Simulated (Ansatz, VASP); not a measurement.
# WS2: VASP beside Ansatz

File INCAR:

```
ALGO = Normal
DIPOL = 0.5 0.5 0.390
EDIFF = 1E-6
ENCUT = 520
GGA = PE
IDIPOL = 3
ISIF = 2
ISMEAR = 0
IVDW = 12
LASPH = True
LCHARG = False
LDIPOL = True
LREAL = False
LWAVE = False
NBANDS = 35
NELM = 80
PREC = Accurate
SIGMA = 0.05
```

File KPOINTS:

```
k-points
0
Gamma
  9 9 1
```

POSCAR

```
WS2
1.0
    3.1595456682      0.0000000000      0.0000000000
   -1.5797728341      2.7362468131      0.0000000000
    0.0000000000      0.0000000000     23.8042574330
S W
4 2
Direct
    0.3333333333      0.6666666667      0.1890418137
    0.3333333333      0.6666666667      0.3214605092
    0.3333333333      0.8333333333      0.4575706151
    0.3333333333      0.8333333333      0.5899893106
    0.6666666667      0.3333333333      0.2552511584
    0.6666666667      0.5000000000      0.5237799598
```

Input for Ansatz:

```yaml
crystal:
  lattice:
    - [3.1595456682, 0.0, 0.0]
    - [-1.5797728341, 2.7362468131, 0.0]
    - [0.0, 0.0, 23.804257433]
  atoms:
    - { symbol: S, position: [0.3333333333, 0.6666666667, 0.1890418137] }
    - { symbol: W, position: [0.6666666667, 0.3333333333, 0.2552511584] }
    - { symbol: S, position: [0.3333333333, 0.6666666667, 0.3214605092] }
    - { symbol: S, position: [0.3333333333, 0.8333333333, 0.4575706151] }
    - { symbol: W, position: [0.6666666667, 0.5, 0.5237799598] }
    - { symbol: S, position: [0.3333333333, 0.8333333333, 0.5899893106] }
basis:
  ecutwfc: 420
kpoints:
  mp_grid: { grid: [9, 9, 1] }
hamiltonian:
  xc: pbe
  pseudopotentials: { kind: paw, azcp: { folder: soft_1 } }
  dispersion: d3bj
scf:
  occupations: { method: gaussian, width: 0.05 }
output:
  forces: true
  eigenvalues: true
efield:
  axis: 3
  dipole_correction: true
  ramp_width: 0.04
```

Alike in both runs: task single point; functional PBE; dispersion D3(BJ); k mesh 9 × 9 × 1; occupations gaussian, width 0.05 eV; no spin polarisation.

|  | VASP | Ansatz |
| --- | --- | --- |
| version | VASP 6.6.1 | Ansatz 0.2.0 |
| potentials or method | VASP PAW PBE potentials, release 64 (S, W_sv), cutoff 520 eV | scalar-relativistic, plane waves, PAW |
| valence electrons in the cell | 52 | 52 |

```csv
,VASP,Ansatz,Ansatz less VASP
gap on the k mesh at the Fermi level (eV),1.58,1.57,-0.010
least direct gap on the mesh (eV),1.89,1.89,-0.003
rms of the force components (eV/Å),0.055,0.055,+0.0007
```

Neither program's run includes spin-orbit coupling.
